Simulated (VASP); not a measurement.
# GaN (P6_3mc) in VASP: further runs

Runs on GaN. Level: PBE. Tasks: single point.

Program: VASP 6.6.1. These are calculated values, not measurements. Logs are shortened: lines on timing, memory, paths and dates and some standing lists are left out, and cuts for length are marked.

**The experiment to reproduce.**

“Studying electronic properties in GaN without electrical contacts using γ-γ vs e−-γ Perturbed Angular Correlations”, 2019, pmc:6823545 quotes, for a bulk crystal of GaN: band gap 3.503 ± 0.005 eV (direct).

The runs below are set against these values where they give the same quantity.

## 1. The cell of the first run

Symmetry: P6_3mc, No. 186, hexagonal system. The conventional cell has a = 3.218 Å, b = 3.218 Å, c = 5.243 Å, α = 90.00°, β = 90.00°, γ = 120.00°. Ga (site symmetry 3m) has 4 N at 1.97 to 1.98 Å within 2.6 Å. Within 2.6 Å of N (site symmetry 3m) lie 4 Ga at 1.97 to 1.98 Å.

## 2. Single point, PBE

Contents of INCAR:

```
SYSTEM = GaN
PREC = Accurate
ENCUT = 520
EDIFF = 1E-6
ISMEAR = 0
SIGMA = 0.02
LREAL = .False.
LASPH = .True.
NELM = 80
ALGO = Normal
ISIF = 2
LWAVE = .False.
LCHARG = .False.
GGA = PE
NBANDS = 26
```

Contents of KPOINTS:

```
Automatic mesh
0
Gamma
  12 12 6
  0 0 0
```

Contents of POSCAR:

```
GaN
1.0
    3.2184289138      0.0000000000      0.0000000000
   -1.6092144569      2.7872411996      0.0000000000
    0.0000000000      0.0000000000      5.2430304940
Ga N
2 2
Direct
    0.3333333333      0.6666666667     -0.0008683119
    0.6666666667      0.3333333333      0.4991316881
    0.3333333333      0.6666666667      0.3758683119
    0.6666666667      0.3333333333      0.8758683119
```

Potentials or basis: VASP PAW PBE potentials, release 64 (Ga_d, N).

The run is started by

```sh
> cat potpaw_PBE.64/Ga_d/POTCAR potpaw_PBE.64/N/POTCAR > POTCAR
> mpirun -np 1 vasp_std > vasp.out
```

OUTCAR:

```text
SYSTEM = GaN
   PREC = Accurate
   ENCUT = 520
   EDIFF = 1E-6
   ISMEAR = 0
   LREAL = .False.
   LASPH = .True.
   NELM = 80
   ISIF = 2
   GGA = PE

 ion  position               nearest neighbor table
   1  0.333  0.667  0.999-   4 1.97   4 1.97   4 1.97   3 1.98
   2  0.667  0.333  0.499-   3 1.97   3 1.97   3 1.97   4 1.98
   3  0.333  0.667  0.376-   2 1.97   2 1.97   2 1.97   1 1.98
   4  0.667  0.333  0.876-   1 1.97   1 1.97   1 1.97   2 1.98

  LATTYP: Found a hexagonal cell.
 ALAT       =     3.2184289138
 C/A-ratio  =     1.6290651850

  Lattice vectors:

 A1 = (   3.2184289138,   0.0000000000,   0.0000000000)
 A2 = (  -1.6092144569,   2.7872411996,   0.0000000000)
 A3 = (   0.0000000000,   0.0000000000,   5.2430304940)

Analysis of symmetry for initial positions (statically):
=====================================================================
 Subroutine PRICEL returns:
 Original cell was already a primitive cell.

 Routine SETGRP: Setting up the symmetry group for a
 hexagonal supercell.

 Subroutine GETGRP returns: Found 12 space group operations
 (whereof  6 operations were pure point group operations)
 out of a pool of 24 trial point group operations.

The static configuration has the point symmetry C_3v.
 The point group associated with its full space group is C_6v.

Analysis of symmetry for dynamics (positions and initial velocities):
=====================================================================
 Subroutine PRICEL returns:
 Original cell was already a primitive cell.

 Routine SETGRP: Setting up the symmetry group for a
 hexagonal supercell.

 Subroutine GETGRP returns: Found 12 space group operations
 (whereof  6 operations were pure point group operations)
 out of a pool of 24 trial point group operations.

The dynamic configuration has the point symmetry C_3v.
 The point group associated with its full space group is C_6v.

 Subroutine INISYM returns: Found 12 space group operations
 (whereof  6 operations are pure point group operations),
 and found     1 'primitive' translations

----------------------------------------------------------------------------------------

                                     Primitive cell
[... 90 lines left out ...]
   LNONCOLLINEAR =      F non collinear calculations
   LSORBIT =      F    spin-orbit coupling
   LASPH  =      T    aspherical Exc in radial PAW
   ENCUT  =  520.0 eV  38.22 Ry    6.18 a.u.   5.98  5.98  9.75*2*pi/ulx,y,z
   NELM   =     80;   NELMIN=  2; NELMDL= -5     # of ELM steps
   EDIFF  = 0.1E-05   stopping-criterion for ELM
   LREAL  =      F    real-space projection
   EDIFFG = 0.1E-04   stopping-criterion for IOM
   NSW    =      0    number of steps for IOM
   IBRION =     -1    ionic relax: 0-MD 1-quasi-New 2-CG
   NFREE  =      0    steps in history (QN), initial steepest desc. (CG)
   ISIF   =      2    stress and relaxation
   ISYM   =      2    0-nonsym 1-usesym 2-fastsym
   POTIM  = 0.5000    time-step for ionic-motion
   TEBEG  =    0.0;   TEEND  =   0.0 temperature during run
   PSTRESS=    0.0 pullay stress
   NELECT =      36.0000    total number of electrons
   NUPDOWN=      -1.0000    fix difference up-down
   EMIN   =  10.00;   EMAX   =-10.00  energy-range for DOS
   EFERMI =   0.00;   METHOD = LEGACY
   ISMEAR =     0;   SIGMA  =   0.02  broadening in eV -4-tet -1-fermi 0-gaus
   EFERMI_NEDOS =   21; number of points for ismear=-14 and -15
   IALGO  =     38    algorithm
   IMIX   =      4    mixing-type and parameters
     AMIX     =   0.40;   BMIX     =  1.00
     AMIX_MAG =   1.60;   BMIX_MAG =  1.00
  volume/ion in A,a.u.               =      11.76        79.35
  Fermi-wavevector in a.u.,A,eV,Ry     =   1.497529  2.829920 30.512351  2.242595
  Thomas-Fermi vector in A             =   2.609406
   LORBIT       =      0    0 simple, 1 ext, 2 COOP (PROOUT), +10 PAW based schemes
   GGA     = PE    functional components
   LHFCALC =     F    Hartree Fock is set to
   AEXX    =    0.0000 exact exchange contribution
   IVDW    =     0    specifies the selected vdW correction
   LEPSILON=     F    determine dielectric tensor
   LRPA    =     F    only Hartree local field effects (RPA)
 non-spin polarized calculation
 Gauss-broadening in eV      SIGMA  =   0.02
  energy-cutoff  :      520.00
  volume of cell :       47.03
 maximum number of plane-waves:      1290
 NGX is ok and might be reduce to    24
   NGX = 11   NGY = 11   NGZ = 19

 number of electron      35.9999957 magnetization

 Free energy of the ion-electron system (eV)
  ---------------------------------------------------
  ext. energy  EPLUGINS =         0.00000000
  ---------------------------------------------------
  free energy    TOTEN  =       -24.32786749 eV

  energy without entropy =      -24.32786749  energy(sigma->0) =      -24.32786749

 E-fermi :   5.1642     XC(G=0): -11.5150

 val. band max:        5.0083911207   @ k =   0.0000   0.0000   0.0000
 cond. band min:       6.7244468694   @ k =   0.0000   0.0000   0.0000
 fundamental gap:      1.7160557486
 Fermi energy:         5.1642499838

 k-point     1 :       0.0000    0.0000    0.0000
  band No.  band energies     occupation
      1     -10.7267      2.00000
      2      -9.9034      2.00000
      3      -8.4117      2.00000
      4      -8.3974      2.00000
      5      -8.3974      2.00000
      6      -8.3416      2.00000
[... 685 lines left out ...]
     25      16.1690      0.00000
     26      17.8765      0.00000

 [... further k-points ...]

------------------------ aborting loop because EDIFF is reached ----------------------------------------

  FORCE on cell =-STRESS in cart. coord.  units (eV):
  Direction    XX          YY          ZZ          XY          YZ          ZX
  --------------------------------------------------------------------------------------
  -------------------------------------------------------------------------------------
  Total        0.0326449      0.0326449      0.0456508      0.0000000      0.0000000      0.0000000
  in kB        1.1120518      1.1120518      1.5550984      0.0000000      0.0000000      0.0000000
  external PRESSURE =       1.2597340 kB  Pullay stress =       0.0000000 kB

 VOLUME and BASIS-vectors are now :
 -----------------------------------------------------------------------------
  energy-cutoff  :      520.00
  volume of cell :       47.03
      direct lattice vectors                 reciprocal lattice vectors
     3.218428914  0.000000000  0.000000000     0.310710607  0.179388852  0.000000000
    -1.609214457  2.787241200  0.000000000     0.000000000  0.358777705  0.000000000
     0.000000000  0.000000000  5.243030494     0.000000000  0.000000000  0.190729388

 POSITION                                       TOTAL-FORCE (eV/Angst)
 -----------------------------------------------------------------------------------
     -0.00000      1.85816      5.23848         0.000000     -0.000000     -0.000156
      1.60921      0.92908      2.61696        -0.000000      0.000000     -0.000156
     -0.00000      1.85816      1.97069         0.000000      0.000000      0.000156
      1.60921      0.92908      4.59220        -0.000000      0.000000      0.000156
 -----------------------------------------------------------------------------------
    total drift:                               -0.000001     -0.000001     -0.001221

  FREE ENERGIE OF THE ION-ELECTRON SYSTEM (eV)
  ---------------------------------------------------
  free  energy   TOTEN  =       -24.3278674881 eV

  energy  without entropy=      -24.3278674881  energy(sigma->0) =      -24.32786749
```

Run time: 79 s. Hardware: 1 thread of Intel Xeon Platinum 8375C at 2.90GHz (Ice Lake), shared host; peak memory 0.21 GiB.

Results:

| Quantity | Value |
| --- | --- |
| Free energy | -24.3279 eV |
| Pressure | 0.1 GPa |
| Band gap on the k mesh | 1.72 eV |

## 3. Single point, PBE (12.11 Å³/atom)

This run uses another cell than the first one, of 12.11 Å³/atom.

Contents of INCAR:

```
SYSTEM = GaN
ALGO = Normal
EDIFF = 1E-7
ENCUT = 520
GGA = PE
ISIF = 2
ISMEAR = 0
LASPH = .True.
LCHARG = .False.
LREAL = .False.
LWAVE = .False.
NBANDS = 26
NELM = 80
PREC = Accurate
SIGMA = 0.02
```

Contents of KPOINTS:

```
k-points
0
Gamma
  12 12 6
  0 0 0
```

Contents of POSCAR:

```
GaN
1.0
    3.2502966191      0.0000000000      0.0000000000
   -1.6251483096      2.8148394420      0.0000000000
    0.0000000000      0.0000000000      5.2949450633
Ga N
2 2
Direct
    0.3333333333      0.6666666667     -0.0008683119
    0.6666666667      0.3333333333      0.4991316881
    0.3333333333      0.6666666667      0.3758683119
    0.6666666667      0.3333333333      0.8758683119
```

Potentials or basis: VASP PAW PBE potentials, release 64 (Ga_d, N).

The run is started by

```sh
> cat potpaw_PBE.64/Ga_d/POTCAR potpaw_PBE.64/N/POTCAR > POTCAR
> mpirun -np 1 vasp_std > vasp.out
```

OUTCAR:

```text
SYSTEM = GaN
   EDIFF = 1E-7
   ENCUT = 520
   GGA = PE
   ISIF = 2
   ISMEAR = 0
   LASPH = .True.
   LREAL = .False.
   NELM = 80
   PREC = Accurate

 ion  position               nearest neighbor table
   1  0.333  0.667  0.999-   4 1.99   4 1.99   4 1.99   3 1.99
   2  0.667  0.333  0.499-   3 1.99   3 1.99   3 1.99   4 1.99
   3  0.333  0.667  0.376-   2 1.99   2 1.99   2 1.99   1 1.99
   4  0.667  0.333  0.876-   1 1.99   1 1.99   1 1.99   2 1.99

  LATTYP: Found a hexagonal cell.
 ALAT       =     3.2502966191
 C/A-ratio  =     1.6290651851

  Lattice vectors:

 A1 = (   3.2502966191,   0.0000000000,   0.0000000000)
 A2 = (  -1.6251483096,   2.8148394420,   0.0000000000)
 A3 = (   0.0000000000,   0.0000000000,   5.2949450633)

Analysis of symmetry for initial positions (statically):
=====================================================================
 Subroutine PRICEL returns:
 Original cell was already a primitive cell.

 Routine SETGRP: Setting up the symmetry group for a
 hexagonal supercell.
[... 169 lines left out ...]
  free energy    TOTEN  =       -24.30809759 eV

  energy without entropy =      -24.30809759  energy(sigma->0) =      -24.30809759

 E-fermi :   4.8762     XC(G=0): -11.3595

 val. band max:        4.7027645094   @ k =   0.0000   0.0000   0.0000
 cond. band min:       6.2206094860   @ k =   0.0000   0.0000   0.0000
 fundamental gap:      1.5178449766
 Fermi energy:         4.8761747639

 k-point     1 :       0.0000    0.0000    0.0000
  band No.  band energies     occupation
      1     -10.7930      2.00000
      2     -10.0699      2.00000
      3      -8.7062      2.00000
      4      -8.6926      2.00000
      5      -8.6926      2.00000
      6      -8.6419      2.00000
[... 685 lines left out ...]
     25      15.6816      0.00000
     26      17.3120      0.00000

 [... further k-points ...]

------------------------ aborting loop because EDIFF is reached ----------------------------------------

  FORCE on cell =-STRESS in cart. coord.  units (eV):
  Direction    XX          YY          ZZ          XY          YZ          ZX
  --------------------------------------------------------------------------------------
  -------------------------------------------------------------------------------------
  Total       -1.4076119     -1.4076119     -1.3832831      0.0000000      0.0000000      0.0000000
  in kB      -46.5538317    -46.5538317    -45.7492085      0.0000000      0.0000000      0.0000000
  external PRESSURE =     -46.2856240 kB  Pullay stress =       0.0000000 kB

 VOLUME and BASIS-vectors are now :
 -----------------------------------------------------------------------------
  energy-cutoff  :      520.00
  volume of cell :       48.44
      direct lattice vectors                 reciprocal lattice vectors
     3.250296619  0.000000000  0.000000000     0.307664228  0.177630025  0.000000000
    -1.625148310  2.814839442  0.000000000     0.000000000  0.355260050  0.000000000
     0.000000000  0.000000000  5.294945063     0.000000000  0.000000000  0.188859372

 POSITION                                       TOTAL-FORCE (eV/Angst)
 -----------------------------------------------------------------------------------
     -0.00000      1.87656      5.29035         0.000000      0.000000     -0.004750
      1.62515      0.93828      2.64287        -0.000000      0.000000     -0.004750
     -0.00000      1.87656      1.99020         0.000000      0.000000      0.004750
      1.62515      0.93828      4.63767        -0.000000      0.000000      0.004750
 -----------------------------------------------------------------------------------
    total drift:                               -0.000001     -0.000001     -0.000575

  FREE ENERGIE OF THE ION-ELECTRON SYSTEM (eV)
  ---------------------------------------------------
  free  energy   TOTEN  =       -24.3080975856 eV

  energy  without entropy=      -24.3080975856  energy(sigma->0) =      -24.30809759
```

Wall time 96 s (1 thread of Intel Xeon Platinum 8375C at 2.90GHz (Ice Lake), shared host); peak memory 0.21 GiB.

What came out:

```yaml
Free_energy: -24.3081 eV
Pressure: -4.6 GPa
Largest_force: 0.005 eV/Å
Band_gap_on_the_k_mesh: 1.52 eV
```

Forces in eV/Å, atoms in the order of the input:
```
Ga   0.000  0.000 -0.005
Ga   0.000  0.000 -0.005
N    0.000  0.000  0.005
N    0.000  0.000  0.005
```

Caveat: the cell stands under tension.

## 4. How close it comes

Step 2. Measured gap of GaN: 3.503 eV (direct; quoted in “Studying electronic properties in GaN without electrical contacts using γ-γ vs e−-γ Perturbed Angular Correlations”, 2019, pmc:6823545). This calculation gives 1.72 eV (-1.79 eV). So large a miss can be the level of theory's own, or it may mean another phase, state or a wrong row. Spin-orbit coupling on Ga is left out. The value is that of PBE, without temperature or zero-point motion. Semilocal functionals fall short of measured gaps as a rule.
